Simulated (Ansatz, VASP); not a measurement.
One calculation of HCCl3, two programs

```
H C Cl
1.0
     7.47488    0.00000    0.00000
     0.00000    9.57274    0.00000
     0.00000    0.00000    5.83673
H C Cl
4 4 12
Direct
  0.55293 0.25000 0.07075
  0.94707 0.75000 0.57075
  0.05293 0.25000 0.42925
  0.44707 0.75000 0.92925
  0.41107 0.25000 0.02573
  0.08893 0.75000 0.52573
  0.91107 0.25000 0.47427
  0.58893 0.75000 0.97427
  0.31246 0.40225 0.14561
  0.18754 0.59775 0.64561
  0.81246 0.09775 0.35439
  0.68754 0.90225 0.85439
  0.68754 0.59775 0.85439
  0.81246 0.40225 0.35439
  0.18754 0.90225 0.64561
  0.31246 0.09775 0.14561
  0.39529 0.25000 0.72216
  0.10471 0.75000 0.22216
  0.89529 0.25000 0.77784
  0.60471 0.75000 0.27784
```

Alike in both runs: functional PBE; dispersion D3(BJ); k mesh 4 × 2 × 4; occupations gaussian, width 0.02 eV; no spin polarisation.

Ansatz relaxed the structure, and its values are those at the end. VASP's run is a single point on that final structure, the one shown.

```csv
,VASP,Ansatz
version,VASP 6.6.1,Ansatz 0.2.0
potentials or method,"VASP PAW PBE potentials, release 64 (H, C, Cl), cutoff 520 eV","scalar-relativistic, plane waves, PAW"
valence electrons in the cell,104,104
```

|  | VASP | Ansatz | Ansatz less VASP |
| --- | --- | --- | --- |
| gap on the k mesh at the Fermi level (eV) | 4.77 | 4.72 | -0.054 |
| least direct gap on the mesh (eV) | 4.77 | 4.72 | -0.054 |
| pressure (GPa) | -0.3 | 0.0 | +0.36 |
| rms of the force components (eV/Å) | 0.053 | 0.002 | -0.0513 |
